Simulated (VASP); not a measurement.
The system is Mg2CdO3.

```xyz
6
Lattice="3.4244 0.0000 0.0000 -1.7122 2.9656 0.0000 0.0000 0.0000 8.3880" Properties=species:S:1:pos:R:3 pbc="T T T"
Mg    1.7122    0.9885    6.9900
Mg    0.0000    1.9771    1.3980
Cd    0.0000    0.0000    4.1940
O     0.0000    1.9771    5.5920
O     1.7122    0.9885    2.7960
O     0.0000    0.0000    0.0000
```

* Program: VASP 6.6.1
* Task: relaxation of cell and atoms
* Functional: PBE
* Potentials or basis: VASP PAW PBE potentials, release 64 (Mg, Cd, O)
* Cutoff: 600 eV
* k mesh: 6 × 6 × 2
* Occupations: gaussian, width 0.1 eV
* Spin: no spin polarisation

At the start: pressure -19.4 GPa; volume 14.20 Å³/atom.

Q: Where does the relaxation end?

A: Over 10 steps the energy falls by 315.3 meV/atom and the volume is 10.91 Å³/atom (-23.1 %); space group P-3m1 (No. 164, to 0.1 Å) before and after.

The path:
```tsv
step	energy change (eV)	largest force (eV/Å)	pressure (GPa)	volume (Å³)
1	0.0000	1.2865	-19.36	85.18
2	-1.5160	1.9835	3.23	65.74
3	-1.5174	1.9654	2.40	66.11
4	-1.7979	0.7225	2.01	65.17
5	-1.8368	0.8850	2.40	64.66
6	-1.8878	0.0566	-1.44	66.17
7	-1.8887	0.0533	-1.02	65.98
8	-1.8916	0.0612	0.28	65.37
9	-1.8917	0.0439	0.09	65.46
10	-1.8921	0.0020	0.03	65.47
```

Final structure:
```yaml
crystal:
  lattice:
    - [3.11567, 0.00000, 0.00000]
    - [-1.55783, 2.69825, 0.00000]
    - [0.00000, 0.00000, 7.78769]
  atoms:
    - { symbol: Mg, position: [0.66667, 0.33333, 0.84420] }
    - { symbol: Mg, position: [0.33333, 0.66667, 0.15580] }
    - { symbol: Cd, position: [0.00000, 0.00000, 0.50000] }
    - { symbol: O, position: [0.33333, 0.66667, 0.69627] }
    - { symbol: O, position: [0.66667, 0.33333, 0.30373] }
    - { symbol: O, position: [0.00000, 0.00000, 0.00000] }
```

Caveat: the volume moved by over 15 % at a fixed basis, so the end points are rough.
